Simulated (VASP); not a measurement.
Here is a VASP 6.6.1 calculation.

INCAR

```
PREC = Accurate
ENCUT = 520
EDIFF = 1E-6
ISMEAR = 0
SIGMA = 0.1
LREAL = False
LASPH = True
NELM = 80
ALGO = Normal
ISIF = 2
LWAVE = False
LCHARG = False
GGA = PE
NBANDS = 22
```

File KPOINTS:

```
Automatic mesh
0
Gamma
  6 6 2
```

The input POSCAR:

```
Li2CaO2
1.0
    3.3597039113     -0.0000000025      0.0000000000
   -1.6798519535      2.9095889377      0.0000000000
    0.0000000000      0.0000000000      5.4717747976
Li Ca O
2 1 2
Direct
    0.3333333333      0.6666666667      0.8839502270
    0.6666666667      0.3333333333      0.1160497730
    0.0000000000      0.0000000000      0.5000000000
    0.3333333333      0.6666666667      0.2437330843
    0.6666666667      0.3333333333      0.7562669157
```

Potentials or basis: VASP PAW PBE potentials, release 64 (Li_sv, Ca_sv, O).

The run is started by

```sh
$ cat potpaw_PBE.64/Li_sv/POTCAR potpaw_PBE.64/Ca_sv/POTCAR potpaw_PBE.64/O/POTCAR > POTCAR
$ mpirun -np 1 vasp_std > vasp.out
```

Q: What does it give for the largest force?

A: 0.029 eV/Å.

Q: Predict the band gap on the k mesh.

A: 4.65 eV (least direct gap 4.86 eV).

Forces on the atoms (eV/Å):
```
Li   0.000  0.000 -0.009
Li   0.000  0.000  0.009
Ca   0.000  0.000  0.000
O    0.000  0.000 -0.029
O    0.000  0.000  0.029
```

Caveat: the k points lie up to 0.57 Å⁻¹ apart. A k mesh can miss the band edges.
